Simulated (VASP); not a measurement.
**MgS: single point with LDA**

MgS:

```
CELL_PARAMETERS angstrom
0.00000 2.91811 2.79062
2.91811 0.00000 2.79062
2.91811 2.91811 0.00000
ATOMIC_POSITIONS crystal
Mg 0.00000 0.00000 0.00000
S 0.75000 0.75000 0.75000
```

```json
{
 "Program": "VASP 6.6.1",
 "Task": "single point",
 "Functional": "LDA",
 "Potentials or basis": "VASP PAW LDA potentials, release 64 (Mg, S)",
 "Cutoff": "600 eV",
 "k mesh": "8 × 8 × 8, shifted",
 "Occupations": "gaussian, width 0.05 eV",
 "Spin": "no spin polarisation"
}
```

* Pressure: -4.6 GPa
* Band gap on the k mesh: 3.14 eV

Stress tensor (GPa, compression positive):
```
-4.97  0.00  0.00
 0.00 -4.97  0.00
 0.00  0.00 -4.00
```

Levels at points of the mesh, in eV from the valence-band top:
```csv
k point,band 2,band 3,band 4,band 5,band 6,band 7
"(0.06, 0.06, 0.06)",-0.25,-0.08,0.00,3.14,7.55,7.66
```

Wall time 6.3 min on 1 thread of Intel Xeon 8259CL, on a shared host, peak memory 0.74 GiB.

Caveat: the cell stands under tension; a shifted mesh leaves out Γ, where band edges can lie. A k mesh can miss the band edges.
